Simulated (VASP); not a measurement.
# GaC3 (Pm-3m) in VASP: relaxation of the atoms with PBE

Aim: the relaxation of the atoms of GaC3 with PBE.

All numbers are computed with VASP 6.6.1; they aren't measurements. Logs are shortened: lines on timing, memory, paths and dates and some standing lists are left out, and cuts for length are marked.

## Step 1: The cell of the first run

Symmetry: Pm-3m, No. 221, cubic system. The conventional cell has a = 3.319 Å, b = 3.319 Å, c = 3.319 Å, α = 90.00°, β = 90.00°, γ = 90.00°. Ga (site symmetry m-3m) has 12 C at 2.35 Å within 3.1 Å. C (site symmetry 4/mmm) has 4 Ga at 2.35 Å and 8 C at 2.35 Å within 3.1 Å.

## Step 2: Relaxation of the atoms, PBE

Contents of INCAR:

```
PREC = Accurate
ENCUT = 520
EDIFF = 1E-7
ISMEAR = -1
SIGMA = 0.05
LREAL = False
LASPH = True
NELM = 120
ALGO = Normal
ISIF = 2
LWAVE = False
LCHARG = False
GGA = PE
IBRION = 2
NSW = 80
EDIFFG = -0.01
GGA_COMPAT = False
NELMIN = 4
```

Contents of KPOINTS:

```
Automatic mesh
0
Gamma
  5 5 5
```

Contents of POSCAR:

```
GaC3
1.0
    3.3189480000      0.0000000000      0.0000000000
    0.0000000000      3.3189480000      0.0000000000
    0.0000000000      0.0000000000      3.3189480000
Ga C
1 3
Direct
    0.0000000000      0.0000000000      0.0000000000
    0.0000000000      0.5000000000      0.5000000000
    0.5000000000      0.0000000000      0.5000000000
    0.5000000000      0.5000000000      0.0000000000
```

Potentials or basis: VASP PAW PBE potentials, release 64 (Ga_d, C).

Run with:

```
$ cat potpaw_PBE.64/Ga_d/POTCAR potpaw_PBE.64/C/POTCAR > POTCAR
$ mpirun -np 1 vasp_std > vasp.out
```

OUTCAR:

```text
PREC = Accurate
   ENCUT = 520
   EDIFF = 1E-7
   ISMEAR = -1
   LREAL = False
   LASPH = True
   NELM = 120
   ISIF = 2
   GGA = PE
   IBRION = 2
   NSW = 80
   EDIFFG = -0.01
   NELMIN = 4

 ion  position               nearest neighbor table
   1  0.000  0.000  0.000-   2 2.35   3 2.35   4 2.35   2 2.35   3 2.35   2 2.35   4 2.35   2 2.35
                             3 2.35   4 2.35   3 2.35   4 2.35
   2  0.000  0.500  0.500-   1 2.35   1 2.35   1 2.35   1 2.35
   3  0.500  0.000  0.500-   1 2.35   1 2.35   1 2.35   1 2.35
   4  0.500  0.500  0.000-   1 2.35   1 2.35   1 2.35   1 2.35

  LATTYP: Found a simple cubic cell.
 ALAT       =     3.3189480000

  Lattice vectors:

 A1 = (   3.3189480000,   0.0000000000,   0.0000000000)
 A2 = (   0.0000000000,   3.3189480000,   0.0000000000)
 A3 = (   0.0000000000,   0.0000000000,   3.3189480000)

Analysis of symmetry for initial positions (statically):
=====================================================================
 Subroutine PRICEL returns:
 Original cell was already a primitive cell.

 Routine SETGRP: Setting up the symmetry group for a
 simple cubic supercell.

 Subroutine GETGRP returns: Found 48 space group operations
 (whereof 48 operations were pure point group operations)
 out of a pool of 48 trial point group operations.

The static configuration has the point symmetry O_h .

Analysis of symmetry for dynamics (positions and initial velocities):
=====================================================================
 Subroutine PRICEL returns:
 Original cell was already a primitive cell.

 Routine SETGRP: Setting up the symmetry group for a
 simple cubic supercell.

 Subroutine GETGRP returns: Found 48 space group operations
 (whereof 48 operations were pure point group operations)
 out of a pool of 48 trial point group operations.

The dynamic configuration has the point symmetry O_h .

 Subroutine INISYM returns: Found 48 space group operations
 (whereof 48 operations are pure point group operations),
 and found     1 'primitive' translations

----------------------------------------------------------------------------------------

                                     Primitive cell

  volume of cell :      36.5596

  direct lattice vectors                    reciprocal lattice vectors
     3.318948000  0.000000000  0.000000000     0.301300292  0.000000000  0.000000000
     0.000000000  3.318948000  0.000000000     0.000000000  0.301300292  0.000000000
     0.000000000  0.000000000  3.318948000     0.000000000  0.000000000  0.301300292

  length of vectors
     3.318948000  3.318948000  3.318948000     0.301300292  0.301300292  0.301300292

  position of ions in fractional coordinates (direct lattice)
     0.000000000  0.000000000  0.000000000
     0.000000000  0.500000000  0.500000000
     0.500000000  0.000000000  0.500000000
     0.500000000  0.500000000  0.000000000

  ion indices of the primitive-cell ions
   primitive index   ion index
                 1           1
                 2           2
                 3           3
                 4           4

----------------------------------------------------------------------------------------

 KPOINTS: Automatic mesh

Automatic generation of k-mesh.
 Grid dimensions read from file:
 generate k-points for:    5    5    5

 Generating k-lattice:

  Cartesian coordinates                     Fractional coordinates (reciprocal lattice)
     0.060260058  0.000000000  0.000000000     0.200000000  0.000000000  0.000000000
     0.000000000  0.060260058  0.000000000     0.000000000  0.200000000  0.000000000
     0.000000000  0.000000000  0.060260058     0.000000000  0.000000000  0.200000000

  Length of vectors
     0.060260058  0.060260058  0.060260058

  Shift w.r.t. Gamma in fractional coordinates (k-lattice)
     0.000000000  0.000000000  0.000000000

 Subroutine IBZKPT returns following result:
 ===========================================

 Found     10 irreducible k-points:

 Following reciprocal coordinates:
            Coordinates               Weight
  0.000000  0.000000  0.000000      1.000000
  0.200000  0.000000  0.000000      6.000000
  0.400000  0.000000  0.000000      6.000000
  0.200000  0.200000  0.000000     12.000000
  0.400000  0.200000  0.000000     24.000000
  0.400000  0.400000  0.000000     12.000000
  0.200000  0.200000  0.200000      8.000000
  0.400000  0.200000  0.200000     24.000000
  0.400000  0.400000  0.200000     24.000000
  0.400000  0.400000  0.400000      8.000000
   k-points           NKPTS =     10   k-points in BZ     NKDIM =     10   number of bands    NBANDS=     16
   number of dos      NEDOS =    301   number of ions     NIONS =      4
   total plane-waves  NPLWV =  21952
   dimension x,y,z NGX =    28 NGY =   28 NGZ =   28
   dimension x,y,z NGXF=    56 NGYF=   56 NGZF=   56
   ions per type =               1   3
   NGX,Y,Z   is equivalent  to a cutoff of  14.03, 14.03, 14.03 a.u.
   NGXF,Y,Z  is equivalent  to a cutoff of  28.05, 28.05, 28.05 a.u.
 SYSTEM =  unknown system
   PREC   = accura    normal or accurate (medium, high low for compatibility)
   ISTART =      0    job   : 0-new  1-cont  2-samecut
   ICHARG =      2    charge: 1-file 2-atom 10-const
   ISPIN  =      1    spin polarized calculation?
   LNONCOLLINEAR =      F non collinear calculations
   LSORBIT =      F    spin-orbit coupling
   LASPH  =      T    aspherical Exc in radial PAW
   ENCUT  =  520.0 eV  38.22 Ry    6.18 a.u.   6.17  6.17  6.17*2*pi/ulx,y,z
   NELM   =    120;   NELMIN=  4; NELMDL= -5     # of ELM steps
   EDIFF  = 0.1E-06   stopping-criterion for ELM
   LREAL  =      F    real-space projection
   EDIFFG = -.1E-01   stopping-criterion for IOM
   NSW    =     80    number of steps for IOM
   IBRION =      2    ionic relax: 0-MD 1-quasi-New 2-CG
   NFREE  =      1    steps in history (QN), initial steepest desc. (CG)
   ISIF   =      2    stress and relaxation
   ISYM   =      2    0-nonsym 1-usesym 2-fastsym
   POTIM  = 0.5000    time-step for ionic-motion
   TEBEG  =    0.0;   TEEND  =   0.0 temperature during run
   PSTRESS=    0.0 pullay stress
   NELECT =      25.0000    total number of electrons
   NUPDOWN=      -1.0000    fix difference up-down
   EMIN   =  10.00;   EMAX   =-10.00  energy-range for DOS
   EFERMI =   0.00;   METHOD = LEGACY
   ISMEAR =    -1;   SIGMA  =   0.05  broadening in eV -4-tet -1-fermi 0-gaus
   EFERMI_NEDOS =   21; number of points for ismear=-14 and -15
   IALGO  =     38    algorithm
   IMIX   =      4    mixing-type and parameters
     AMIX     =   0.40;   BMIX     =  1.00
     AMIX_MAG =   1.60;   BMIX_MAG =  1.00
  volume/ion in A,a.u.               =       9.14        61.68
  Fermi-wavevector in a.u.,A,eV,Ry     =   1.442296  2.725544 28.303079  2.080218
  Thomas-Fermi vector in A             =   2.560832
   LORBIT       =      0    0 simple, 1 ext, 2 COOP (PROOUT), +10 PAW based schemes
   GGA     = PE    functional components
   LHFCALC =     F    Hartree Fock is set to
   AEXX    =    0.0000 exact exchange contribution
   IVDW    =     0    specifies the selected vdW correction
   LEPSILON=     F    determine dielectric tensor
   LRPA    =     F    only Hartree local field effects (RPA)
 conjugate gradient relaxation of ions
 non-spin polarized calculation
  energy-cutoff  :      520.00
  volume of cell :       36.56
 maximum number of plane-waves:      1021
 NGX is ok and might be reduce to    28
   NGX = 13   NGY = 13   NGZ = 13

 number of electron      25.0000005 magnetization

 Free energy of the ion-electron system (eV)
  ---------------------------------------------------
  ext. energy  EPLUGINS =         0.00000000
  ---------------------------------------------------
  free energy    TOTEN  =       -17.67712282 eV

  energy without entropy =      -17.66612879  energy(sigma->0) =      -17.67162580

 E-fermi :   7.2931     XC(G=0): -12.5330

 val. band max:        7.2035577322   @ k =   0.2000   0.2000   0.2000
 cond. band min:       7.4447630001   @ k =   0.0000   0.0000   0.0000
 fundamental gap:      0.2412052679
 Fermi energy:         7.2931136753

 k-point     1 :       0.0000    0.0000    0.0000
  band No.  band energies     occupation
      1      -9.1610      2.00000
      2      -7.6639      2.00000
      3      -7.6639      2.00000
      4      -7.4602      2.00000
      5      -7.4602      2.00000
      6      -7.4602      2.00000
[... 8 lines left out ...]
     15       8.7304      0.00000
     16      11.3207      0.00000

 k-point     2 :       0.2000    0.0000    0.0000
  band No.  band energies     occupation
      1      -8.6942      2.00000
      2      -7.6488      2.00000
      3      -7.6261      2.00000
      4      -7.4949      2.00000
      5      -7.4949      2.00000
      6      -7.4585      2.00000
[... 8 lines left out ...]
     15       9.0645      0.00000
     16      10.4395      0.00000

 k-point     3 :       0.4000    0.0000    0.0000
  band No.  band energies     occupation
      1      -7.7236      2.00000
      2      -7.6244      2.00000
      3      -7.5494      2.00000
      4      -7.5494      2.00000
      5      -7.4558      2.00000
      6      -7.1768      2.00000
[... 8 lines left out ...]
     15       8.5004      0.00000
     16      11.0316      0.00000

 k-point     4 :       0.2000    0.2000    0.0000
  band No.  band energies     occupation
      1      -8.2629      2.00000
      2      -7.6305      2.00000
      3      -7.5980      2.00000
      4      -7.4953      2.00000
      5      -7.4904      2.00000
      6      -7.4881      2.00000
[... 8 lines left out ...]
     15       9.1978      0.00000
     16      10.1842      0.00000
[... 58 lines left out ...]
 k-point     8 :       0.4000    0.2000    0.2000
  band No.  band energies     occupation
      1      -7.7334      2.00000
      2      -7.6147      2.00000
      3      -7.5687      2.00000
      4      -7.5545      2.00000
      5      -7.5008      2.00000
      6      -6.1968      2.00000
[... 8 lines left out ...]
     15       9.8750      0.00000
     16      11.0467      0.00000

 k-point     9 :       0.4000    0.4000    0.2000
  band No.  band energies     occupation
      1      -7.8013      2.00000
      2      -7.6242      2.00000
      3      -7.6140      2.00000
      4      -7.5234      2.00000
      5      -7.4309      2.00000
      6      -4.8524      2.00000
[... 8 lines left out ...]
     15       9.8924      0.00000
     16      10.8892      0.00000

 k-point    10 :       0.4000    0.4000    0.4000
  band No.  band energies     occupation
      1      -7.7599      2.00000
      2      -7.7228      2.00000
      3      -7.7228      2.00000
      4      -7.4217      2.00000
      5      -7.4217      2.00000
      6      -3.5186      2.00000
[... 8 lines left out ...]
     15      11.3699      0.00000
     16      11.6324      0.00000

------------------------ aborting loop because EDIFF is reached ----------------------------------------

  FORCE on cell =-STRESS in cart. coord.  units (eV):
  Direction    XX          YY          ZZ          XY          YZ          ZX
  --------------------------------------------------------------------------------------
  -------------------------------------------------------------------------------------
  Total        0.5404129      0.5404129      0.5404129     -0.0000000      0.0000000      0.0000000
  in kB       23.6829033     23.6829033     23.6829033     -0.0000000      0.0000000      0.0000000
  external PRESSURE =      23.6829033 kB  Pullay stress =       0.0000000 kB

 VOLUME and BASIS-vectors are now :
 -----------------------------------------------------------------------------
  energy-cutoff  :      520.00
  volume of cell :       36.56
      direct lattice vectors                 reciprocal lattice vectors
     3.318948000  0.000000000  0.000000000     0.301300292  0.000000000  0.000000000
     0.000000000  3.318948000  0.000000000     0.000000000  0.301300292  0.000000000
     0.000000000  0.000000000  3.318948000     0.000000000  0.000000000  0.301300292

 POSITION                                       TOTAL-FORCE (eV/Angst)
 -----------------------------------------------------------------------------------
      0.00000      0.00000      0.00000         0.000000      0.000000      0.000000
      0.00000      1.65947      1.65947         0.000000      0.000000      0.000000
      1.65947      0.00000      1.65947         0.000000      0.000000      0.000000
      1.65947      1.65947      0.00000         0.000000      0.000000      0.000000
 -----------------------------------------------------------------------------------
    total drift:                               -0.000000      0.000000      0.000000

  FREE ENERGIE OF THE ION-ELECTRON SYSTEM (eV)
  ---------------------------------------------------
  free  energy   TOTEN  =       -17.6771228173 eV

  energy  without entropy=      -17.6661287922  energy(sigma->0) =      -17.67162580

 reached required accuracy - stopping structural energy minimisation
```

It took 9.6 s on 1 thread of Intel Xeon Platinum 8375C at 2.90GHz (Ice Lake), shared host; peak memory 0.15 GiB.

Results:

```yaml
Free_energy: -17.6771 eV
Pressure_after_relaxing: 2.4 GPa
Band_gap_on_the_k_mesh: zero (an odd number of electrons rules out a gap without spin polarisation)
```

Final structure:
```yaml
crystal:
  lattice:
    - [3.31895, 0.00000, 0.00000]
    - [0.00000, 3.31895, 0.00000]
    - [0.00000, 0.00000, 3.31895]
  atoms:
    - { symbol: Ga, position: [0.00000, 0.00000, 0.00000] }
    - { symbol: C, position: [0.00000, 0.50000, 0.50000] }
    - { symbol: C, position: [0.50000, 0.00000, 0.50000] }
    - { symbol: C, position: [0.50000, 0.50000, 0.00000] }
```

Levels at points of the mesh, in eV from the Fermi level:
```csv
k point,band 9,band 10,band 11,band 12,band 13,band 14,band 15,band 16
"(0.00, 0.00, 0.00)",-5.23,-5.23,-5.23,0.15,1.44,1.44,1.44,4.03
```

Caveat: the k points lie up to 0.38 Å⁻¹ apart, too coarse for converged energies and pressures of a metal; the relaxation stopped at its first step, so nothing moved.
